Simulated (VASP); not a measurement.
# Co (Fd-3m) in VASP: further runs, part 3 of 4

VASP 6.6.1.

### 6 Relaxation of cell and atoms, RPBE, collinear spin, antiferromagnetic start

This run uses another cell than the first one, of 14.95 Å³/atom, 0.973 times its volume.

INCAR

```
PREC = Accurate
ENCUT = 600
EDIFF = 1E-7
ISMEAR = -1
SIGMA = 0.05
LREAL = False
LASPH = True
NELM = 150
ALGO = Normal
ISIF = 3
LWAVE = False
LCHARG = False
ISPIN = 2
MAGMOM = 1.7 -1.7
LORBIT = 11
LMAXMIX = 4
GGA = RP
IBRION = 2
NSW = 80
EDIFFG = -0.01
```

KPOINTS

```
Automatic mesh
0
Gamma
  11 11 11
```

POSCAR

```
Co
1.0
    0.0000000000      2.4634331982      2.4634331982
    2.4634331982      0.0000000000      2.4634331982
    2.4634331982      2.4634331982      0.0000000000
Co
2
Direct
    0.1250000000      0.1250000000      0.1250000000
    0.8750000000      0.8750000000      0.8750000000
```

Potentials or basis: VASP PAW PBE potentials, release 64 (Co).

The run is started by

```bash
$ cat potpaw_PBE.64/Co/POTCAR > POTCAR
$ mpirun -np 1 vasp_std > vasp.out
```

OUTCAR:

```text
PREC = Accurate
   ENCUT = 600
   EDIFF = 1E-7
   ISMEAR = -1
   LREAL = False
   LASPH = True
   NELM = 150
   ISIF = 3
   ISPIN = 2
   LORBIT = 11
   GGA = RP
   IBRION = 2
   NSW = 80
   EDIFFG = -0.01

 ion  position               nearest neighbor table
   1  0.125  0.125  0.125-   2 2.13   2 2.13   2 2.13   2 2.13
   2  0.875  0.875  0.875-   1 2.13   1 2.13   1 2.13   1 2.13

  LATTYP: Found a face centered cubic cell.
 ALAT       =     4.9268663964

  Lattice vectors:

 A1 = (   0.0000000000,   2.4634331982,   2.4634331982)
 A2 = (   2.4634331982,   0.0000000000,   2.4634331982)
 A3 = (   2.4634331982,   2.4634331982,   0.0000000000)

Analysis of symmetry for initial positions (statically):
=====================================================================
 Subroutine PRICEL returns:
 Original cell was already a primitive cell.

 Routine SETGRP: Setting up the symmetry group for a
 face centered cubic supercell.

 Subroutine GETGRP returns: Found 48 space group operations
 (whereof 12 operations were pure point group operations)
 out of a pool of 48 trial point group operations.

The static configuration has the point symmetry D_3d.
 The point group associated with its full space group is O_h .

Analysis of symmetry for dynamics (positions and initial velocities):
=====================================================================
 Subroutine PRICEL returns:
 Original cell was already a primitive cell.

 Routine SETGRP: Setting up the symmetry group for a
 face centered cubic supercell.

 Subroutine GETGRP returns: Found 48 space group operations
 (whereof 12 operations were pure point group operations)
 out of a pool of 48 trial point group operations.

The dynamic configuration has the point symmetry D_3d.
 The point group associated with its full space group is O_h .

Analysis of structural, dynamic, and magnetic symmetry:
=====================================================================
 Subroutine PRICEL returns:
 Original cell was already a primitive cell.

 Routine SETGRP: Setting up the symmetry group for a
 face centered cubic supercell.

 Subroutine GETGRP returns: Found 48 space group operations
 (whereof 12 operations were pure point group operations)
 out of a pool of 48 trial point group operations.

The overall configuration has the point symmetry D_3d.
 The point group associated with its full space group is O_h .

 Subroutine INISYM returns: Found 48 space group operations
 (whereof 12 operations are pure point group operations),
 and found     1 'primitive' translations

----------------------------------------------------------------------------------------

                                     Primitive cell

  volume of cell :      29.8987

  direct lattice vectors                    reciprocal lattice vectors
     0.000000000  2.463433198  2.463433198    -0.202968767  0.202968767  0.202968767
     2.463433198  0.000000000  2.463433198     0.202968767 -0.202968767  0.202968767
     2.463433198  2.463433198  0.000000000     0.202968767  0.202968767 -0.202968767

  length of vectors
     3.483820639  3.483820639  3.483820639     0.351552218  0.351552218  0.351552218

  position of ions in fractional coordinates (direct lattice)
     0.125000000  0.125000000  0.125000000
     0.875000000  0.875000000  0.875000000

  ion indices of the primitive-cell ions
   primitive index   ion index
                 1           1
                 2           2
[... 73 lines left out ...]
   LREAL  =      F    real-space projection
   EDIFFG = -.1E-01   stopping-criterion for IOM
   NSW    =     80    number of steps for IOM
   IBRION =      2    ionic relax: 0-MD 1-quasi-New 2-CG
   NFREE  =      1    steps in history (QN), initial steepest desc. (CG)
   ISIF   =      3    stress and relaxation
   ISYM   =      2    0-nonsym 1-usesym 2-fastsym
   POTIM  = 0.5000    time-step for ionic-motion
   TEBEG  =    0.0;   TEEND  =   0.0 temperature during run
   PSTRESS=    0.0 pullay stress
   NELECT =      18.0000    total number of electrons
   NUPDOWN=      -1.0000    fix difference up-down
   EMIN   =  10.00;   EMAX   =-10.00  energy-range for DOS
   EFERMI =   0.00;   METHOD = LEGACY
   ISMEAR =    -1;   SIGMA  =   0.05  broadening in eV -4-tet -1-fermi 0-gaus
   EFERMI_NEDOS =   21; number of points for ismear=-14 and -15
   IALGO  =     38    algorithm
   IMIX   =      4    mixing-type and parameters
     AMIX     =   0.40;   BMIX     =  1.00
     AMIX_MAG =   1.60;   BMIX_MAG =  1.00
  volume/ion in A,a.u.               =      14.95       100.88
  Fermi-wavevector in a.u.,A,eV,Ry     =   1.382340  2.612244 25.998882  1.910864
  Thomas-Fermi vector in A             =   2.507040
   LORBIT       =     11    0 simple, 1 ext, 2 COOP (PROOUT), +10 PAW based schemes
   GGA     = RP    functional components
   LHFCALC =     F    Hartree Fock is set to
   AEXX    =    0.0000 exact exchange contribution
   IVDW    =     0    specifies the selected vdW correction
   LEPSILON=     F    determine dielectric tensor
   LRPA    =     F    only Hartree local field effects (RPA)
 conjugate gradient relaxation of ions
 spin polarized calculation
  energy-cutoff  :      600.00
  volume of cell :       29.90
 maximum number of plane-waves:      1010
   NGX = 13   NGY = 13   NGZ = 13

--------------------------------------- Ionic step        1  -------------------------------------------

 number of electron      17.9999993 magnetization       0.0000000

 number of electron      17.9999993 magnetization      -0.0000000

 Free energy of the ion-electron system (eV)
  ---------------------------------------------------
  ext. energy  EPLUGINS =         0.00000000
  ---------------------------------------------------
  free energy    TOTEN  =       -10.38219337 eV

  energy without entropy =      -10.34507325  energy(sigma->0) =      -10.36363331

------------------------ aborting loop because EDIFF is reached ----------------------------------------

  FORCE on cell =-STRESS in cart. coord.  units (eV):
  Direction    XX          YY          ZZ          XY          YZ          ZX
  --------------------------------------------------------------------------------------
  -------------------------------------------------------------------------------------
  Total        0.3872666      0.3872666      0.3872666     -0.0000000     -0.0000000     -0.0000000
  in kB       20.7523988     20.7523988     20.7523988     -0.0000000     -0.0000000     -0.0000000
  external PRESSURE =      20.7523988 kB  Pullay stress =       0.0000000 kB
[... 63 lines left out ...]
 number of electron      18.0000002 magnetization      -0.0000000

 number of electron      18.0000002 magnetization       0.0000000

 Free energy of the ion-electron system (eV)
  ---------------------------------------------------
  ext. energy  EPLUGINS =         0.00000000
  ---------------------------------------------------
  free energy    TOTEN  =       -10.38543011 eV

  energy without entropy =      -10.34725918  energy(sigma->0) =      -10.36634464

 E-fermi :   6.2281     XC(G=0): -11.1175

 val. band max:        6.2279127531   @ k =   0.4545   0.2727   0.0000
 cond. band min:       6.2395773281   @ k =   0.1818   0.1818   0.0000
 fundamental gap:      0.0116645750
 Fermi energy:         6.2280501008

 spin component 1

 k-point     1 :       0.0000    0.0000    0.0000
  band No.  band energies     occupation
      1      -0.5330      1.00000
      2       3.2952      1.00000
      3       3.2952      1.00000
      4       3.4369      1.00000
      5       3.4369      1.00000
      6       3.4369      1.00000
      7       5.2096      1.00000
      8       5.2096      1.00000
      9       5.2096      1.00000
     10       6.4774      0.00679
     11       6.4774      0.00679
     12      19.2973      0.00000
     13      19.2973      0.00000
[... 356 lines left out ...]
      2       2.9546      1.00000
      3       3.3109      1.00000
      4       3.4259      1.00000
      5       3.6910      1.00000
      6       4.0712      1.00000
      7       4.7061      1.00000
      8       4.9743      1.00000
      9       5.6752      0.99998
     10       6.1651      0.77881
     11       6.6068      0.00051
     12      12.5295      0.00000
     13      12.6581      0.00000

 [... further k-points ...]

 spin component 2

 k-point     1 :       0.0000    0.0000    0.0000
  band No.  band energies     occupation
      1      -0.5330      1.00000
      2       3.2952      1.00000
      3       3.2952      1.00000
      4       3.4369      1.00000
      5       3.4369      1.00000
      6       3.4369      1.00000
      7       5.2096      1.00000
      8       5.2096      1.00000
      9       5.2096      1.00000
     10       6.4774      0.00679
     11       6.4774      0.00679
     12      19.2973      0.00000
     13      19.2973      0.00000
[... 397 lines left out ...]
  FREE ENERGIE OF THE ION-ELECTRON SYSTEM (eV)
  ---------------------------------------------------
  free  energy   TOTEN  =       -10.3854301090 eV

  energy  without entropy=      -10.3472591799  energy(sigma->0) =      -10.36634464

 reached required accuracy - stopping structural energy minimisation

 total charge

# of ion       s       p       d       tot
------------------------------------------
    1        0.547   0.393   7.359   8.298
    2        0.547   0.393   7.359   8.298
--------------------------------------------------
tot          1.093   0.786  14.717  16.596

 magnetization (x)

# of ion       s       p       d       tot
------------------------------------------
    1        0.000  -0.000   0.000   0.000
    2       -0.000   0.000  -0.000  -0.000
--------------------------------------------------
tot          0.000   0.000   0.000   0.000
```

OSZICAR:

```text
N       E                     dE             d eps       ncg     rms          rms(c)
DAV:   1     0.970336585050E+02    0.97034E+02   -0.92826E+03  2912   0.191E+03
DAV:   2    -0.817972102630E+01   -0.10521E+03   -0.98044E+02  2912   0.295E+02
[... 30 lines left out ...]
DAV:   3    -0.103862005229E+02    0.15702E-01   -0.76954E-02  2917   0.505E+00    0.185E-01
DAV:   4    -0.103854412898E+02    0.75923E-03   -0.49887E-04  3263   0.259E-01    0.375E-02
DAV:   5    -0.103854331895E+02    0.81003E-05   -0.74925E-05  3548   0.105E-01    0.115E-02
DAV:   6    -0.103854295184E+02    0.36712E-05   -0.53820E-06  2932   0.354E-02    0.213E-03
DAV:   7    -0.103854301539E+02   -0.63556E-06   -0.15140E-07  2490   0.467E-03    0.408E-04
DAV:   8    -0.103854301090E+02    0.44906E-07   -0.42904E-08  1476   0.374E-03
   3 F= -.10385430E+02 E0= -.10366345E+02  d E =-.323674E-02  mag=    -0.0000
```

CONTCAR:

```text
Co
   1.00000000000000
    -0.0000000000000000    2.4773639016479176    2.4773639016479176
     2.4773639016479176    0.0000000000000000    2.4773639016479176
     2.4773639016479176    2.4773639016479176   -0.0000000000000000
  Co
     2
Direct
     0.1250000000000000    0.1250000000000000    0.1250000000000000
     0.8750000000000000    0.8750000000000000    0.8750000000000000

  0.00000000E+00  0.00000000E+00  0.00000000E+00
  0.00000000E+00  0.00000000E+00  0.00000000E+00
```

Wall time 56 s (1 thread of Intel Xeon 6975P-C (Granite Rapids), shared host); peak memory 0.19 GiB.

What came out:

| Item | Value |
| --- | --- |
| Free energy | -10.3854 eV |
| Relaxed volume | 15.20 Å³/atom |
| Relaxed cell | a = 3.504 Å, b = 3.504 Å, c = 3.504 Å, α = 60.00°, β = 60.00°, γ = 60.00° |
| Space group after relaxing (to 0.05 Å) | Fd-3m (No. 227) |
| Energy gained by relaxing | 1.6 meV/atom |
| Ionic steps | 3 |
| Pressure after relaxing | 0.0 GPa |
| Band gap on the k mesh | zero (filled and empty bands overlap) |
| Net moment | 0.00 μB per cell |
| Valence electrons inside the program's atomic spheres | Co 8.30 |

Step by step:
```tsv
step	energy change (eV)	largest force (eV/Å)	pressure (GPa)	volume (Å³)
1	0.0000	0.0000	2.08	29.90
2	-0.0019	0.0000	-1.23	30.74
3	-0.0032	0.0000	0.03	30.41
```

Final structure:
```xyz
2
Lattice="0.0000 2.4774 2.4774 2.4774 0.0000 2.4774 2.4774 2.4774 0.0000" Properties=species:S:1:pos:R:3 pbc="T T T"
Co    0.6193    0.6193    0.6193
Co    4.3354    4.3354    4.3354
```

Levels at points of the mesh, in eV from the Fermi level:
Spin up:
```tsv
k point	band 6	band 7	band 8	band 9	band 10	band 11	band 12	band 13
(0.00, 0.00, 0.00)	-2.79	-1.02	-1.02	-1.02	0.25	0.25	13.07	13.07
```
Spin down:
| k point | band 7 | band 8 | band 9 | band 10 | band 11 | band 12 |
| --- | --- | --- | --- | --- | --- | --- |
| (0.00, 0.00, 0.00) | -1.02 | -1.02 | -1.02 | 0.25 | 0.25 | 13.07 |

Caveat: the starting moments collapsed, and a magnetic state may lie lower; the PAW data sets were made with another functional, which shifts forces and pressure a little.

(Continued in part 4 of 4.)
